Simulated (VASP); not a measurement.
# Ag (C2/m) in VASP: further runs

Aim: see how the results for Ag move with the level of theory and the settings. Levels: PBEsol, RPBE. Tasks: electric field gradients.

Everything below comes from runs of VASP 6.6.1. Logs are shortened: lines on timing, memory, paths and dates and some standing lists are left out, and cuts for length are marked.

## (1) The cell of the first run

Symmetry: C2/m, No. 12, monoclinic system. Conventional cell: a = 5.062 Å, b = 2.922 Å, c = 4.702 Å, α = 90.00°, β = 90.00°, γ = 90.00°. Ag (site symmetry m) has 9 Ag at 2.20 to 2.92 Å within 3.0 Å.

## (2) Electric field gradients, PBEsol (shortest bond scaled by 0.76)

The input, INCAR:

```
PREC     = Accurate       # precision mode
ENCUT    = 520            # plane-wave cutoff, eV
EDIFF    = 1E-8           # SCF threshold, eV
ISMEAR   = -1             # smearing method
SIGMA    = 0.05           # smearing width, eV
LREAL    = F              # projectors in reciprocal space
LASPH    = T              # aspherical terms in the spheres
NELM     = 80             # most SCF steps
ALGO     = Normal         # electronic algorithm
ISIF     = 2              # what is computed and relaxed
LWAVE    = F              # write WAVECAR
LCHARG   = F              # write CHGCAR
GGA      = PS             # functional
LEFG     = T            
NBANDS   = 18             # bands
```

The input, KPOINTS:

```
regular mesh
0
Gamma
  12 12 7
```

The input, POSCAR:

```
Ag
1.0
    2.9222991408      0.0000000000      0.0000000000
   -1.4611495704      2.5307852934      0.0000000000
    0.0000000000      0.0000000000      4.7016618100
Ag
2
Direct
    0.2533333333      0.6266666667      0.1900000000
    0.7466666667      0.3733333333      0.8100000000
```

Potentials or basis: VASP PAW PBE potentials, release 64 (Ag).

Command:

```
$ cat potpaw_PBE.64/Ag/POTCAR > POTCAR
$ mpirun -np 1 vasp_std > vasp.out
```

OUTCAR:

```text
PREC = Accurate
   ENCUT = 520
   EDIFF = 1E-8
   ISMEAR = -1
   LREAL = F
   LASPH = T
   NELM = 80
   ISIF = 2
   GGA = PS

 ion  position               nearest neighbor table
   1  0.253  0.627  0.190-   2 2.20   2 2.62   2 2.62   2 3.18   2 3.49   2 3.49
   2  0.747  0.373  0.810-   1 2.20   1 2.62   1 2.62   1 3.18   1 3.49   1 3.49

  LATTYP: Found a hexagonal cell.
 ALAT       =     2.9222991408
 C/A-ratio  =     1.6088913501

  Lattice vectors:

 A1 = (   2.9222991408,   0.0000000000,   0.0000000000)
 A2 = (  -1.4611495704,   2.5307852934,   0.0000000000)
 A3 = (   0.0000000000,   0.0000000000,   4.7016618100)

Analysis of symmetry for initial positions (statically):
=====================================================================
 Subroutine PRICEL returns:
 Original cell was already a primitive cell.

 Routine SETGRP: Setting up the symmetry group for a
 hexagonal supercell.

 Subroutine GETGRP returns: Found  4 space group operations
 (whereof  4 operations were pure point group operations)
 out of a pool of 24 trial point group operations.

The static configuration has the point symmetry C_2h.

Analysis of symmetry for dynamics (positions and initial velocities):
=====================================================================
 Subroutine PRICEL returns:
 Original cell was already a primitive cell.

 Routine SETGRP: Setting up the symmetry group for a
 hexagonal supercell.

 Subroutine GETGRP returns: Found  4 space group operations
 (whereof  4 operations were pure point group operations)
 out of a pool of 24 trial point group operations.

The dynamic configuration has the point symmetry C_2h.

 Subroutine INISYM returns: Found  4 space group operations
 (whereof  4 operations are pure point group operations),
 and found     1 'primitive' translations

----------------------------------------------------------------------------------------

                                     Primitive cell

  volume of cell :      34.7721

  direct lattice vectors                    reciprocal lattice vectors
     2.922299141  0.000000000  0.000000000     0.342196316  0.197567135  0.000000000
[... 121 lines left out ...]
 NGX is ok and might be reduce to    24
   NGX = 11   NGY = 11   NGZ = 17

 number of electron      22.0000001 magnetization

 Free energy of the ion-electron system (eV)
  ---------------------------------------------------
  ext. energy  EPLUGINS =         0.00000000
  ---------------------------------------------------
  free energy    TOTEN  =        -4.93167627 eV

  energy without entropy =       -4.92895004  energy(sigma->0) =       -4.93031315

 E-fermi :   8.1746     XC(G=0): -12.1442

 val. band max:        8.1417851225   @ k =   0.0000   0.2500   0.2857
 cond. band min:       8.2171480194   @ k =   0.3333   0.1667   0.4286
 fundamental gap:      0.0753628970
 Fermi energy:         8.1746247428

 k-point     1 :       0.0000    0.0000    0.0000
  band No.  band energies     occupation
      1       0.1593      2.00000
      2       0.9517      2.00000
      3       1.8383      2.00000
      4       2.5708      2.00000
      5       2.7359      2.00000
      6       3.0331      2.00000
[... 481 lines left out ...]
      5       3.6414      2.00000
      6       4.1788      2.00000
[... 10 lines left out ...]
     17      21.1017      0.00000
     18      24.1487      0.00000

 [... further k-points ...]

------------------------ aborting loop because EDIFF is reached ----------------------------------------

  FORCE on cell =-STRESS in cart. coord.  units (eV):
  Direction    XX          YY          ZZ          XY          YZ          ZX
  --------------------------------------------------------------------------------------
  -------------------------------------------------------------------------------------
  Total        4.2179341      1.8283492      9.6929892      2.0694413      2.6700715      4.6246989
  in kB      194.3475262     84.2438820    446.6187495     95.3525529    123.0274758    213.0898115
  external PRESSURE =     241.7367192 kB  Pullay stress =       0.0000000 kB

 VOLUME and BASIS-vectors are now :
 -----------------------------------------------------------------------------
  energy-cutoff  :      520.00
  volume of cell :       34.77
      direct lattice vectors                 reciprocal lattice vectors
     2.922299141  0.000000000  0.000000000     0.342196316  0.197567135  0.000000000
    -1.461149570  2.530785293  0.000000000     0.000000000  0.395134270  0.000000000
     0.000000000  0.000000000  4.701661810     0.000000000  0.000000000  0.212690755

 POSITION                                       TOTAL-FORCE (eV/Angst)
 -----------------------------------------------------------------------------------
     -0.17534      1.58596      0.89332         2.636564      1.522221      6.925156
      1.63649      0.94483      3.80835        -2.636564     -1.522221     -6.925156
 -----------------------------------------------------------------------------------
    total drift:                                0.000000     -0.000000      0.000000

  FREE ENERGIE OF THE ION-ELECTRON SYSTEM (eV)
  ---------------------------------------------------
  free  energy   TOTEN  =        -4.9316762687 eV

  energy  without entropy=       -4.9289500399  energy(sigma->0) =       -4.93031315

 Electric field gradients (V/A^2)
---------------------------------------------------------------------
 ion       V_xx      V_yy      V_zz      V_xy      V_xz      V_yz
---------------------------------------------------------------------
   1      -6.372    11.081    -4.709   -15.116   -26.163   -15.105
   2      -6.372    11.081    -4.709   -15.116   -26.163   -15.105
---------------------------------------------------------------------

 Electric field gradients after diagonalization (V/A^2)
 (convention: |V_zz| > |V_xx| > |V_yy|)
----------------------------------------------------------------------
 ion       V_xx      V_yy      V_zz     asymmetry (V_yy - V_xx)/ V_zz
----------------------------------------------------------------------
   1      20.749    19.809   -40.558       0.023
   2      20.749    19.809   -40.558       0.023
----------------------------------------------------------------------

           NMR quadrupolar parameters

 Cq : quadrupolar parameter    Cq=e*Q*V_zz/h
 eta: asymmetry parameters     (V_yy - V_xx)/ V_zz
 Q  : nuclear electric quadrupole moment in mb (millibarn)
----------------------------------------------------------------------
 ion       Cq(MHz)       eta       Q (mb)
----------------------------------------------------------------------
   1      -0.098       0.023       1.000
   2      -0.098       0.023       1.000
----------------------------------------------------------------------
```

Run time: 2.1 min. Hardware: 1 thread of Intel Xeon 8259CL, shared host; peak memory 0.27 GiB.

What came out:

| Property | Result |
| --- | --- |
| Free energy | -4.9317 eV |
| Pressure | 24.2 GPa |
| Largest force | 7.565 eV/Å |
| Band gap on the k mesh | zero (bands 11 and 12 overlap by 6.19 eV) |
| Largest electric field gradient by atom | Ag -40.6 V/Å² |

Forces in eV/Å, atoms in the order of the input:
```
Ag   2.637  1.522  6.925
Ag  -2.637 -1.522 -6.925
```

Stress tensor (GPa, compression positive):
```
19.43  9.54 21.31
 9.54  8.42 12.30
21.31 12.30 44.66
```

Electric field gradients, principal values (V/Å²):
| atom | least | middle | greatest (by size) |
| --- | --- | --- | --- |
| 1 Ag | 19.809 | 20.749 | -40.558 |
| 2 Ag | 19.809 | 20.749 | -40.558 |

Caveat: the cell differs from its parent crystal (shortest bond scaled by 0.76); the stress differs along the axes, from 8 to 45 GPa; without QUAD_EFG the Cq values of the log hold for a quadrupole moment of 1 mb, not for the nuclei; the PAW data sets were made with another functional, which shifts forces and pressure a little.

## (3) Electric field gradients, PBEsol (shortest bond scaled by 0.7)

The input, INCAR:

```
  PREC = Accurate
  ENCUT = 520
  EDIFF = 1E-8
  ISMEAR = -1
  SIGMA = 0.05
  LREAL = F
  LASPH = T
  NELM = 100
  ALGO = Normal
  ISIF = 2
  LWAVE = F
  LCHARG = F
  GGA = PS
  LEFG = T
  NBANDS = 18
```

KPOINTS is that of step 2.

The input, POSCAR:

```
Ag
1.0
    2.9222991408      0.0000000000      0.0000000000
   -1.4611495704      2.5307852934      0.0000000000
    0.0000000000      0.0000000000      4.7016618100
Ag
2
Direct
    0.2333333333      0.6166666667      0.1750000000
    0.7666666667      0.3833333333      0.8250000000
```

Potentials or basis: VASP PAW PBE potentials, release 64 (Ag).

Command:

```
$ cat potpaw_PBE.64/Ag/POTCAR > POTCAR
$ mpirun -np 1 vasp_std > vasp.out
```

OUTCAR:

```text
PREC = Accurate
   ENCUT = 520
   EDIFF = 1E-8
   ISMEAR = -1
   LREAL = F
   LASPH = T
   NELM = 100
   ISIF = 2
   GGA = PS

 ion  position               nearest neighbor table
   1  0.233  0.617  0.175-   2 2.03   2 2.58   2 2.58   2 3.28   2 3.56   2 3.56
   2  0.767  0.383  0.825-   1 2.03   1 2.58   1 2.58   1 3.28   1 3.56   1 3.56

  LATTYP: Found a hexagonal cell.
 ALAT       =     2.9222991408
 C/A-ratio  =     1.6088913501

  Lattice vectors:

 A1 = (   2.9222991408,   0.0000000000,   0.0000000000)
 A2 = (  -1.4611495704,   2.5307852934,   0.0000000000)
 A3 = (   0.0000000000,   0.0000000000,   4.7016618100)

Analysis of symmetry for initial positions (statically):
=====================================================================
 Subroutine PRICEL returns:
 Original cell was already a primitive cell.

 Routine SETGRP: Setting up the symmetry group for a
 hexagonal supercell.

 Subroutine GETGRP returns: Found  4 space group operations
 (whereof  4 operations were pure point group operations)
 out of a pool of 24 trial point group operations.

The static configuration has the point symmetry C_2h.

Analysis of symmetry for dynamics (positions and initial velocities):
=====================================================================
 Subroutine PRICEL returns:
 Original cell was already a primitive cell.

 Routine SETGRP: Setting up the symmetry group for a
 hexagonal supercell.

 Subroutine GETGRP returns: Found  4 space group operations
 (whereof  4 operations were pure point group operations)
 out of a pool of 24 trial point group operations.
[... 157 lines left out ...]
  band No.  band energies     occupation
      1       0.1128      2.00000
      2       0.3291      2.00000
      3       0.9197      2.00000
      4       1.8416      2.00000
      5       2.3359      2.00000
      6       2.9591      2.00000
[... 481 lines left out ...]
      5       3.5136      2.00000
      6       4.0793      2.00000
[... 10 lines left out ...]
     17      21.0812      0.00000
     18      23.9044      0.00000

 [... further k-points ...]

------------------------ aborting loop because EDIFF is reached ----------------------------------------

  FORCE on cell =-STRESS in cart. coord.  units (eV):
  Direction    XX          YY          ZZ          XY          YZ          ZX
  --------------------------------------------------------------------------------------
  -------------------------------------------------------------------------------------
  Total        8.4039695      3.7575299     18.7196723      4.0239348      5.4962804      9.5198355
  in kB      387.2252695    173.1337213    862.5364644    185.4087195    253.2492146    438.6404397
  external PRESSURE =     474.2984851 kB  Pullay stress =       0.0000000 kB

 VOLUME and BASIS-vectors are now :
 -----------------------------------------------------------------------------
  energy-cutoff  :      520.00
  volume of cell :       34.77
      direct lattice vectors                 reciprocal lattice vectors
     2.922299141  0.000000000  0.000000000     0.342196316  0.197567135  0.000000000
    -1.461149570  2.530785293  0.000000000     0.000000000  0.395134270  0.000000000
     0.000000000  0.000000000  4.701661810     0.000000000  0.000000000  0.212690755

 POSITION                                       TOTAL-FORCE (eV/Angst)
 -----------------------------------------------------------------------------------
     -0.21917      1.56065      0.82279         5.813115      3.356203     12.841646
      1.68032      0.97013      3.87887        -5.813115     -3.356203    -12.841646
 -----------------------------------------------------------------------------------
    total drift:                               -0.000000      0.000000     -0.000000

  FREE ENERGIE OF THE ION-ELECTRON SYSTEM (eV)
  ---------------------------------------------------
  free  energy   TOTEN  =        -3.1011318145 eV

  energy  without entropy=       -3.0972384954  energy(sigma->0) =       -3.09918515

 Electric field gradients (V/A^2)
---------------------------------------------------------------------
 ion       V_xx      V_yy      V_zz      V_xy      V_xz      V_yz
---------------------------------------------------------------------
   1      -8.636    19.226   -10.590   -24.129   -42.478   -24.525
   2      -8.636    19.226   -10.590   -24.129   -42.478   -24.525
---------------------------------------------------------------------

 Electric field gradients after diagonalization (V/A^2)
 (convention: |V_zz| > |V_xx| > |V_yy|)
----------------------------------------------------------------------
 ion       V_xx      V_yy      V_zz     asymmetry (V_yy - V_xx)/ V_zz
----------------------------------------------------------------------
   1      33.157    32.835   -65.992       0.005
   2      33.157    32.835   -65.992       0.005
----------------------------------------------------------------------

           NMR quadrupolar parameters

 Cq : quadrupolar parameter    Cq=e*Q*V_zz/h
 eta: asymmetry parameters     (V_yy - V_xx)/ V_zz
 Q  : nuclear electric quadrupole moment in mb (millibarn)
----------------------------------------------------------------------
 ion       Cq(MHz)       eta       Q (mb)
----------------------------------------------------------------------
   1      -0.160       0.005       1.000
   2      -0.160       0.005       1.000
----------------------------------------------------------------------
```

stdout:

```text
POSCAR found type information on POSCAR Ag
 POSCAR found :  1 types and       2 ions
 scaLAPACK will be used
 -----------------------------------------------------------------------------
[... 27 lines left out ...]
     0.0000762    -0.0094910     0.3729958     0.8409455     0.6460477    -0.0054796
     0.0001049    -0.0094910     0.3729958     0.8409455     0.6460477    -0.0054796
     0.0001445    -0.0094910     0.3729958     0.8409455     0.6460477    -0.0054796

     0.0000553    23.0494638    23.7194630    10.0258338    41.0833151    13.3076141
     0.0000762    23.0473956    23.7177079    10.0257776    41.0802751    13.3064200
     0.0001049    23.0440892    23.7149046    10.0257123    41.0754196    13.3045111
     0.0001445    23.0388259    23.7104461    10.0256486    41.0676974    13.3014723
```

It took 2.1 min on 1 thread of Intel Xeon 8259CL, shared host; peak memory 0.27 GiB.

Results:

```
Free energy                             : -3.1011 eV
Pressure                                : 47.4 GPa
Largest force                           : 14.490 eV/Å
Band gap on the k mesh                  : zero (bands 11 and 12 overlap by 5.80 eV)
Largest electric field gradient by atom : Ag -66.0 V/Å²
```

Forces in eV/Å, atoms in the order of the input:
```
Ag    5.813   3.356  12.842
Ag   -5.813  -3.356 -12.842
```

Stress tensor (GPa, compression positive):
```
38.72 18.54 43.86
18.54 17.31 25.32
43.86 25.32 86.25
```

Electric field gradients, principal values (V/Å²):
| atom | least | middle | greatest (by size) |
| --- | --- | --- | --- |
| 1 Ag | 32.835 | 33.157 | -65.992 |
| 2 Ag | 32.835 | 33.157 | -65.992 |

Caveat: the cell differs from its parent crystal (shortest bond scaled by 0.7); atoms lie so close that the PAW spheres overlap strongly, which falsifies energies and pressures; the stress differs along the axes, from 17 to 86 GPa; without QUAD_EFG the Cq values of the log hold for a quadrupole moment of 1 mb, not for the nuclei; the PAW data sets were made with another functional, which shifts forces and pressure a little.

(Part 1 of 2 ends here.)

The gap in the log of VASP goes by the Fermi energy; the results here count the filled bands.